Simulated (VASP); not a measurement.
# MgO (P6_3mc) in VASP: notebook, part 2 of 2

VASP 6.6.1.

## (4) Single point, PBE

This run uses another cell than the first one, of 13.08 Å³/atom, 1.135 times its volume.

File INCAR:

```
SYSTEM = MgO
PREC = Accurate ; ENCUT = 520
EDIFF = 1E-6 ; ISMEAR = 0
SIGMA = 0.05 ; LREAL = .False.
LASPH = .True. ; NELM = 80
ALGO = Normal ; ISIF = 2
LWAVE = .False. ; LCHARG = .False.
GGA = PE ; NBANDS = 26
```

File KPOINTS:

```
Automatic mesh
0
Gamma
  9 9 2
  0 0 0
```

File POSCAR:

```
MgO
1.0
    3.3899000000      0.0000000000      0.0000000000
   -1.6949500000      2.9357395163      0.0000000000
    0.0000000000      0.0000000000     10.5138967343
Mg O
4 4
Direct
    0.3333333333      0.6666666667      0.9694906392
    0.0000000000      0.0000000000      0.2208211786
    0.0000000000      0.0000000000      0.7208211786
    0.6666666667      0.3333333333      0.4694906392
    0.3333333333      0.6666666667      0.7800420079
    0.0000000000      0.0000000000      0.5296443544
    0.0000000000      0.0000000000      0.0296443544
    0.6666666667      0.3333333333      0.2800420079
```

Potentials or basis: VASP PAW PBE potentials, release 64 (Mg, O).

Launch:

```
$ cat potpaw_PBE.64/Mg/POTCAR potpaw_PBE.64/O/POTCAR > POTCAR
$ mpirun -np 1 vasp_std > vasp.out
```

OUTCAR:

```text
SYSTEM = MgO
   PREC = Accurate
   ENCUT = 520
   EDIFF = 1E-6
   ISMEAR = 0
   LREAL = .False.
   LASPH = .True.
   NELM = 80
   ISIF = 2
   GGA = PE

 ion  position               nearest neighbor table
   1  0.333  0.667  0.969-   5 1.99   7 2.06   7 2.06   7 2.06   3 3.27   3 3.27   3 3.27   2 3.29
                             2 3.29   2 3.29
   2  0.000  0.000  0.221-   7 2.01   8 2.05   8 2.05   8 2.05   4 3.27   4 3.27   4 3.27   1 3.29
                             1 3.29   1 3.29
   3  0.000  0.000  0.721-   6 2.01   5 2.05   5 2.05   5 2.05   1 3.27   1 3.27   1 3.27   4 3.29
                             4 3.29   4 3.29
   4  0.667  0.333  0.469-   8 1.99   6 2.06   6 2.06   6 2.06   2 3.27   2 3.27   2 3.27   3 3.29
                             3 3.29   3 3.29
   5  0.333  0.667  0.780-   1 1.99   3 2.05   3 2.05   3 2.05
   6  0.000  0.000  0.530-   3 2.01   4 2.06   4 2.06   4 2.06
   7  0.000  0.000  0.030-   2 2.01   1 2.06   1 2.06   1 2.06
   8  0.667  0.333  0.280-   4 1.99   2 2.05   2 2.05   2 2.05

  LATTYP: Found a hexagonal cell.
 ALAT       =     3.3899000000
 C/A-ratio  =     3.1015359551

  Lattice vectors:

 A1 = (   3.3899000000,   0.0000000000,   0.0000000000)
 A2 = (  -1.6949500000,   2.9357395163,   0.0000000000)
 A3 = (   0.0000000000,   0.0000000000,  10.5138967343)

Analysis of symmetry for initial positions (statically):
=====================================================================
 Subroutine PRICEL returns:
 Original cell was already a primitive cell.

 Routine SETGRP: Setting up the symmetry group for a
 hexagonal supercell.

 Subroutine GETGRP returns: Found 12 space group operations
 (whereof  6 operations were pure point group operations)
 out of a pool of 24 trial point group operations.

The static configuration has the point symmetry C_3v.
 The point group associated with its full space group is C_6v.

Analysis of symmetry for dynamics (positions and initial velocities):
=====================================================================
 Subroutine PRICEL returns:
 Original cell was already a primitive cell.

 Routine SETGRP: Setting up the symmetry group for a
 hexagonal supercell.

 Subroutine GETGRP returns: Found 12 space group operations
 (whereof  6 operations were pure point group operations)
 out of a pool of 24 trial point group operations.

The dynamic configuration has the point symmetry C_3v.
 The point group associated with its full space group is C_6v.

 Subroutine INISYM returns: Found 12 space group operations
 (whereof  6 operations are pure point group operations),
 and found     1 'primitive' translations

----------------------------------------------------------------------------------------

                                     Primitive cell

  volume of cell :     104.6329

  direct lattice vectors                    reciprocal lattice vectors
     3.389900000  0.000000000  0.000000000     0.294993953  0.170314838  0.000000000
    -1.694950000  2.935739516  0.000000000     0.000000000  0.340629676  0.000000000
[... 55 lines left out ...]
  0.111111 -0.000000  0.000000      6.000000
  0.222222 -0.000000  0.000000      6.000000
  0.333333 -0.000000  0.000000      6.000000
  0.444444 -0.000000  0.000000      6.000000
  0.111111  0.111111  0.000000      6.000000
[... 16 lines left out ...]
  0.333333  0.222222  0.500000     12.000000
  0.333333  0.333333  0.500000      2.000000
   k-points           NKPTS =     24   k-points in BZ     NKDIM =     24   number of bands    NBANDS=     26
   number of dos      NEDOS =    301   number of ions     NIONS =      8
   total plane-waves  NPLWV =  62720
   dimension x,y,z NGX =    28 NGY =   28 NGZ =   80
   dimension x,y,z NGXF=    56 NGYF=   56 NGZF=  160
   ions per type =               4   4
   NGX,Y,Z   is equivalent  to a cutoff of  13.73, 13.73, 12.65 a.u.
   NGXF,Y,Z  is equivalent  to a cutoff of  27.46, 27.46, 25.30 a.u.
 SYSTEM =  MgO
   PREC   = accura    normal or accurate (medium, high low for compatibility)
   ISTART =      0    job   : 0-new  1-cont  2-samecut
   ICHARG =      2    charge: 1-file 2-atom 10-const
   ISPIN  =      1    spin polarized calculation?
   LNONCOLLINEAR =      F non collinear calculations
   LSORBIT =      F    spin-orbit coupling
   LASPH  =      T    aspherical Exc in radial PAW
   ENCUT  =  520.0 eV  38.22 Ry    6.18 a.u.   6.30  6.30 19.55*2*pi/ulx,y,z
   NELM   =     80;   NELMIN=  2; NELMDL= -5     # of ELM steps
   EDIFF  = 0.1E-05   stopping-criterion for ELM
   LREAL  =      F    real-space projection
   EDIFFG = 0.1E-04   stopping-criterion for IOM
   NSW    =      0    number of steps for IOM
   IBRION =     -1    ionic relax: 0-MD 1-quasi-New 2-CG
   NFREE  =      0    steps in history (QN), initial steepest desc. (CG)
   ISIF   =      2    stress and relaxation
   ISYM   =      2    0-nonsym 1-usesym 2-fastsym
   POTIM  = 0.5000    time-step for ionic-motion
   TEBEG  =    0.0;   TEEND  =   0.0 temperature during run
   PSTRESS=    0.0 pullay stress
   NELECT =      32.0000    total number of electrons
   NUPDOWN=      -1.0000    fix difference up-down
   EMIN   =  10.00;   EMAX   =-10.00  energy-range for DOS
   EFERMI =   0.00;   METHOD = LEGACY
   ISMEAR =     0;   SIGMA  =   0.05  broadening in eV -4-tet -1-fermi 0-gaus
   EFERMI_NEDOS =   21; number of points for ismear=-14 and -15
   IALGO  =     38    algorithm
   IMIX   =      4    mixing-type and parameters
     AMIX     =   0.40;   BMIX     =  1.00
     AMIX_MAG =   1.60;   BMIX_MAG =  1.00
  volume/ion in A,a.u.               =      13.08        88.26
  Fermi-wavevector in a.u.,A,eV,Ry     =   1.102983  2.084335 16.552458  1.216571
  Thomas-Fermi vector in A             =   2.239434
   LORBIT       =      0    0 simple, 1 ext, 2 COOP (PROOUT), +10 PAW based schemes
   GGA     = PE    functional components
   LHFCALC =     F    Hartree Fock is set to
   AEXX    =    0.0000 exact exchange contribution
   IVDW    =     0    specifies the selected vdW correction
   LEPSILON=     F    determine dielectric tensor
   LRPA    =     F    only Hartree local field effects (RPA)
 non-spin polarized calculation
 Gauss-broadening in eV      SIGMA  =   0.05
  energy-cutoff  :      520.00
  volume of cell :      104.63
 maximum number of plane-waves:      2848
 NGX is ok and might be reduce to    28
   NGX = 13   NGY = 13   NGZ = 39

 number of electron      31.9999997 magnetization

 Free energy of the ion-electron system (eV)
  ---------------------------------------------------
  ext. energy  EPLUGINS =         0.00000000
  ---------------------------------------------------
  free energy    TOTEN  =       -46.71767359 eV

  energy without entropy =      -46.71767359  energy(sigma->0) =      -46.71767359

 E-fermi :   0.7323     XC(G=0):  -9.3119

 val. band max:        0.4485708197   @ k =   0.0000   0.0000   0.0000
 cond. band min:       3.4841013255   @ k =   0.0000   0.0000   0.0000
 fundamental gap:      3.0355305058
 Fermi energy:         0.7322920743

 k-point     1 :       0.0000    0.0000    0.0000
  band No.  band energies     occupation
      1     -15.3302      2.00000
      2     -15.0453      2.00000
      3     -15.0258      2.00000
      4     -14.7205      2.00000
      5      -2.3953      2.00000
      6      -1.3513      2.00000
[... 685 lines left out ...]
     25      12.4373      0.00000
     26      12.4516      0.00000

------------------------ aborting loop because EDIFF is reached ----------------------------------------

  FORCE on cell =-STRESS in cart. coord.  units (eV):
  Direction    XX          YY          ZZ          XY          YZ          ZX
  --------------------------------------------------------------------------------------
  -------------------------------------------------------------------------------------
  Total       -5.8937907     -5.8937907     -1.8327887     -0.0000000      0.0000000      0.0000000
  in kB      -90.2479160    -90.2479160    -28.0643415     -0.0000000      0.0000000      0.0000000
  external PRESSURE =     -69.5200579 kB  Pullay stress =       0.0000000 kB

 VOLUME and BASIS-vectors are now :
 -----------------------------------------------------------------------------
  energy-cutoff  :      520.00
  volume of cell :      104.63
      direct lattice vectors                 reciprocal lattice vectors
     3.389900000  0.000000000  0.000000000     0.294993953  0.170314838  0.000000000
    -1.694950000  2.935739516  0.000000000     0.000000000  0.340629676  0.000000000
     0.000000000  0.000000000 10.513896734     0.000000000  0.000000000  0.095112214

 POSITION                                       TOTAL-FORCE (eV/Angst)
 -----------------------------------------------------------------------------------
     -0.00000      1.95716     10.19312         0.000000      0.000000      0.179817
      0.00000      0.00000      2.32169         0.000000     -0.000000      0.219571
      0.00000      0.00000      7.57864         0.000000      0.000000      0.219571
      1.69495      0.97858      4.93618        -0.000000      0.000000      0.179817
     -0.00000      1.95716      8.20128        -0.000000      0.000000     -0.195412
      0.00000      0.00000      5.56863         0.000000     -0.000000     -0.203975
      0.00000      0.00000      0.31168         0.000000      0.000000     -0.203975
      1.69495      0.97858      2.94433         0.000000     -0.000000     -0.195412
 -----------------------------------------------------------------------------------
    total drift:                                0.000000      0.000000     -0.002497

  FREE ENERGIE OF THE ION-ELECTRON SYSTEM (eV)
  ---------------------------------------------------
  free  energy   TOTEN  =       -46.7176735922 eV

  energy  without entropy=      -46.7176735922  energy(sigma->0) =      -46.71767359
```

It took 37 s on 1 thread of Intel Xeon 6975P-C (Granite Rapids), shared host; peak memory 0.24 GiB.

What came out:

| Item | Value |
| --- | --- |
| Free energy | -46.7177 eV |
| Pressure | -7.0 GPa |
| Largest force | 0.220 eV/Å |
| Band gap on the k mesh | 3.04 eV, direct |

Forces on the atoms (eV/Å):
```
Mg   0.000  0.000  0.180
Mg   0.000  0.000  0.220
Mg   0.000  0.000  0.220
Mg   0.000  0.000  0.180
O    0.000  0.000 -0.195
O    0.000  0.000 -0.204
O    0.000  0.000 -0.204
O    0.000  0.000 -0.195
```

## (5) Single point, PBE

This run uses another cell than the first one, of 13.14 Å³/atom, 1.140 times its volume.

File INCAR:

```
  ALGO = Normal
  EDIFF = 1E-6
  ENCUT = 520
  GGA = PE
  ISIF = 2
  ISMEAR = 0
  LASPH = True
  LCHARG = False
  LREAL = False
  LWAVE = False
  NBANDS = 26
  NELM = 80
  PREC = Accurate
  SIGMA = 0.05
```

File KPOINTS:

```
k-points
0
Gamma
  9 9 2
```

POSCAR: that of step 4 with these lines changed.

```diff
@@ -2,5 +2,5 @@
 1.0
-    3.3899000000      0.0000000000      0.0000000000
-   -1.6949500000      2.9357395163      0.0000000000
-    0.0000000000      0.0000000000     10.5138967343
+    3.4446000000      0.0000000000      0.0000000000
+   -1.7223000000      2.9831111059      0.0000000000
+    0.0000000000      0.0000000000     10.2335000000
 Mg O
```

Launch:

```
$ cat potpaw_PBE.64/Mg/POTCAR potpaw_PBE.64/O/POTCAR > POTCAR
$ mpirun -np 1 vasp_std > vasp.out
```

It took 56 s on 1 thread of Intel Xeon 6975P-C (Granite Rapids), shared host; peak memory 0.25 GiB.

It converged, with:

| Property | Result |
| --- | --- |
| Free energy | -46.5035 eV |
| Pressure | -6.8 GPa |
| Largest force | 0.609 eV/Å |
| Band gap on the k mesh | 2.92 eV, direct |

Forces in eV/Å, atoms in the order of the input:
```
Mg   0.000  0.000  0.536
Mg   0.000  0.000  0.609
Mg   0.000  0.000  0.609
Mg   0.000  0.000  0.536
O    0.000  0.000 -0.577
O    0.000  0.000 -0.569
O    0.000  0.000 -0.569
O    0.000  0.000 -0.577
```

Stress tensor (GPa, compression positive):
```
-11.59   0.00   0.00
  0.00 -11.59   0.00
  0.00   0.00   2.70
```

Levels at points of the mesh, in eV from the valence-band top:
```tsv
k point	band 13	band 14	band 15	band 16	band 17	band 18	band 19	band 20
(0.00, 0.00, 0.00)	-0.40	-0.26	-0.26	0.00	2.92	5.19	5.35	7.75
(0.00, 0.00, 0.50)	-0.31	-0.31	-0.31	-0.31	3.76	3.76	6.77	6.77
```

Expect the measured gap to be larger: semilocal functionals such as PBE lack the derivative discontinuity.

## (6) Single point, PBE

This run uses another cell than the first one, of 13.23 Å³/atom, 1.147 times its volume.

File INCAR:

```
SYSTEM = MgO
ALGO = Normal ; EDIFF = 1E-6
ENCUT = 520 ; GGA = PE
ISIF = 2 ; ISMEAR = 0
LASPH = .True. ; LCHARG = .False.
LREAL = .False. ; LWAVE = .False.
NBANDS = 26 ; NELM = 100
PREC = Accurate ; SIGMA = 0.05
```

File KPOINTS:

```
k-points
0
Gamma
  9 9 2
  0 0 0
```

POSCAR: that of step 5 with these lines changed.

```diff
@@ -2,5 +2,5 @@
 1.0
-    3.4446000000      0.0000000000      0.0000000000
-   -1.7223000000      2.9831111059      0.0000000000
-    0.0000000000      0.0000000000     10.2335000000
+    3.2805263433      0.0000000000      0.0000000000
+   -1.6402631717      2.8410191511      0.0000000000
+    0.0000000000      0.0000000000     11.3550000000
 Mg O
```

Potentials or basis: VASP PAW PBE potentials, release 64 (Mg, O).

Launch:

```
$ cat potpaw_PBE.64/Mg/POTCAR potpaw_PBE.64/O/POTCAR > POTCAR
$ mpirun -np 1 vasp_std > vasp.out
```

It took 33 s on 1 thread of Intel Xeon 6975P-C (Granite Rapids), shared host; peak memory 0.22 GiB.

The run converged. Its results:

- Free energy: -46.5077 eV
- Pressure: -7.0 GPa
- Largest force: 0.294 eV/Å
- Band gap on the k mesh: 3.03 eV, direct

Forces on the atoms (eV/Å):
```
Mg   0.000  0.000 -0.255
Mg   0.000  0.000 -0.283
Mg   0.000  0.000 -0.283
Mg   0.000  0.000 -0.255
O    0.000  0.000  0.294
O    0.000  0.000  0.244
O    0.000  0.000  0.244
O    0.000  0.000  0.294
```

Stress tensor (GPa, compression positive):
```
 -3.04   0.00   0.00
  0.00  -3.04   0.00
  0.00   0.00 -15.07
```

Levels at points of the mesh, in eV from the valence-band top:
```tsv
k point	band 13	band 14	band 15	band 16	band 17	band 18	band 19	band 20
(0.00, 0.00, 0.00)	-0.05	-0.05	0.00	0.00	3.03	5.28	5.34	8.12
(0.00, 0.00, 0.50)	-0.02	-0.02	-0.02	-0.02	3.82	3.82	6.86	6.86
```

As with any semilocal functional, this PBE gap is likely too small.

## (7) Overview

```csv
cell,gap on the mesh (eV),pressure (GPa),largest force (eV/Å)
"a = 3.226, b = 3.226, c = 10.233 Å, angles 90.0, 90.0, 120.0°, 8 atoms",3.76,7.4,0.15
"a = 3.335, b = 3.335, c = 10.794 Å, angles 90.0, 90.0, 120.0°, 8 atoms",3.15,-6.4,0.08
"a = 3.390, b = 3.390, c = 10.514 Å, angles 90.0, 90.0, 120.0°, 8 atoms",3.04,-7.0,0.22
"a = 3.445, b = 3.445, c = 10.233 Å, angles 90.0, 90.0, 120.0°, 8 atoms",2.92,-6.8,0.61
"a = 3.281, b = 3.281, c = 11.355 Å, angles 90.0, 90.0, 120.0°, 8 atoms",3.03,-7.0,0.29
```

Alike in all rows: task single point; level PBE; potentials or basis VASP PAW PBE potentials, release 64 (Mg, O); no spin polarisation; k mesh 9 × 9 × 2; cutoff (eV) 520; smearing gaussian 0.05 eV.

Total energies depend on the potentials used, so only differences within one code and one set of settings carry meaning.
